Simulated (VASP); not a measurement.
Set up this calculation in VASP 6.6.1, as the native input.

```yaml
Task: single point
Functional: PBEsol
Potentials_or_basis: VASP PAW PBE potentials, release 64 (Si)
Cutoff: 500 eV
k_mesh: 4 × 4 × 4
Occupations: gaussian, width 0.01 eV
Spin: no spin polarisation
Dipole_correction: no
Further_INCAR_settings: ALGO = Normal; EDIFF = 1e-06; NBANDS = 11
```

The structure of Si lies in POSCAR:

```
Si
1.0
    0.0212946715      2.7108588908      2.6895642193
    2.7108588908      0.0212946715      2.6895642193
    2.7321535623      2.7321535623      0.0000000000
Si
2
Direct
    0.0011229877      0.0011229877     -0.0011229877
    0.2488770123      0.2488770123      0.2511229877
```

These files were run (other wordings do the same):

INCAR

```
SYSTEM = Si
PREC = Accurate
ENCUT = 500
EDIFF = 1E-6
ISMEAR = 0
SIGMA = 0.01
LREAL = .False.
LASPH = .True.
NELM = 120
ALGO = Normal
ISIF = 2
LWAVE = .False.
LCHARG = .True.
GGA = PS
LELF = .True.
LVHAR = .True.
NBANDS = 11
GGA_COMPAT = .False.
```

KPOINTS

```
regular mesh
0
Gamma
  4 4 4
  0 0 0
```

Potentials or basis: VASP PAW PBE potentials, release 64 (Si).

Run with:

```sh
$ cat potpaw_PBE.64/Si/POTCAR > POTCAR
$ mpirun -np 1 vasp_std > vasp.out
```

It gave:

```yaml
Pressure: 2.2 GPa
Largest_force: 0.011 eV/Å
Band_gap_on_the_k_mesh: 0.32 eV, indirect (least direct gap 2.36 eV)
```

Caveat: the k points lie up to 0.51 Å⁻¹ apart; the PAW data sets were made with another functional, which shifts forces and pressure a little.

It took 4.3 s on 1 thread of Intel(R) Xeon(R) 6975P-C (Granite Rapids), with other jobs on the host, peak memory 0.14 GiB.
